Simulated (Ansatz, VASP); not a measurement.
**TaO5: VASP beside Ansatz**

```xyz
6
Lattice="3.6537 0.0000 0.0000 -1.8269 3.1642 0.0000 0.0000 0.0000 5.3486" Properties=species:S:1:pos:R:3 pbc="T T T"
Ta    0.0000    0.0000    0.0000
O     1.8269    0.0000    2.6743
O     0.9134    1.5821    2.6743
O    -0.9134    1.5821    2.6743
O     0.0000    2.1095    0.0000
O     1.8269    1.0547    0.0000
```

Change from the starting cell: species swapped into the PrPt5 type (P6/mmm, No. 191).

Alike in both runs: functional PBE; k mesh 6 × 6 × 6; occupations gaussian, width 0.1 eV; no spin polarisation.

Ansatz relaxed the structure, and its values are those at the end. VASP's run is a single point on that final structure, the one shown.

|  | VASP | Ansatz |
| --- | --- | --- |
| version | VASP 6.6.1 | Ansatz 0.2.0 |
| potentials or method | VASP PAW PBE potentials, release 64 (Ta_sv_GW, O), cutoff 600 eV | scalar-relativistic, plane waves, PAW |
| valence electrons in the cell | 43 | 43 |

```csv
,VASP,Ansatz,Ansatz less VASP
gap on the k mesh at the Fermi level (eV),none,none,-
pressure (GPa),-0.3,0.1,+0.33
```

A gap of «none» marks a metal or a gap that the smearing closes. With one functional, cell and mesh, what is left measures potentials, basis and numerics.

Spin-orbit coupling is off throughout.
